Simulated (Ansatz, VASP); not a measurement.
## GaSb in VASP and in Ansatz

```xyz
2
Lattice="0.0000 3.0666 3.0666 3.0666 0.0000 3.0666 3.0666 3.0666 0.0000" Properties=species:S:1:pos:R:3 pbc="T T T"
Ga    0.0000    0.0000    0.0000
Sb    1.5333    1.5333    1.5333
```

Alike in both runs: functional r2SCAN; k mesh 10 × 10 × 10; occupations gaussian, width 0.02 eV; no spin polarisation.

Ansatz relaxed the structure, and its values are those at the end. VASP's run is a single point on that final structure, the one shown.

|  | VASP | Ansatz |
| --- | --- | --- |
| version | VASP 6.6.1 | Ansatz 0.2.0 |
| potentials or method | VASP PAW PBE potentials, release 64 (Ga_d, Sb), cutoff 520 eV | scalar-relativistic, plane waves, PAW |
| valence electrons in the cell | 18 | 28 |

|  | VASP | Ansatz | Ansatz less VASP |
| --- | --- | --- | --- |
| gap on the k mesh at the Fermi level (eV) | 0.39 | 0.41 | +0.022 |
| least direct gap on the mesh (eV) | 0.39 | 0.41 | +0.022 |
| pressure (GPa) | 0.1 | 0.0 | -0.07 |

VASP's potentials were made for PBE, not for r2SCAN. VASP's potentials hold 18 valence electrons a cell and Ansatz's 28, so a difference there can come from the potentials and not from the codes.

Spin-orbit coupling is off throughout.
